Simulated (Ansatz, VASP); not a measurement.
**W in VASP and in Ansatz**

```
W
1.0
    -4.01715    0.00000    4.01715
    -4.01715   -4.01715    0.00000
     0.00000   -4.01715    4.01715
W
8
Direct
  0.00000 0.50000 0.00000
  0.00000 0.00000 0.00000
  0.00000 0.50000 0.50000
  0.00000 0.00000 0.50000
  0.50000 0.50000 0.00000
  0.50000 0.00000 0.00000
  0.50000 0.50000 0.50000
  0.50000 0.00000 0.50000
```

Alike in both runs: task single point; functional r2SCAN; k mesh 8 × 8 × 8; occupations gaussian, width 0.15 eV; no spin polarisation.

|  | VASP | Ansatz |
| --- | --- | --- |
| version | VASP 6.6.1 | Ansatz 0.2.0 |
| potentials or method | VASP PAW PBE potentials, release 64 (W_sv), cutoff 520 eV | scalar-relativistic, plane waves, PAW |
| valence electrons in the cell | 112 | 112 |

|  | VASP | Ansatz | Ansatz less VASP |
| --- | --- | --- | --- |
| gap on the k mesh at the Fermi level (eV) | none | none | - |
| pressure (GPa) | 1.0 | -0.2 | -1.17 |

VASP's potentials were made for PBE, not for r2SCAN. A gap of «none» marks a metal or a gap that the smearing closes.

Spin-orbit coupling is off throughout.
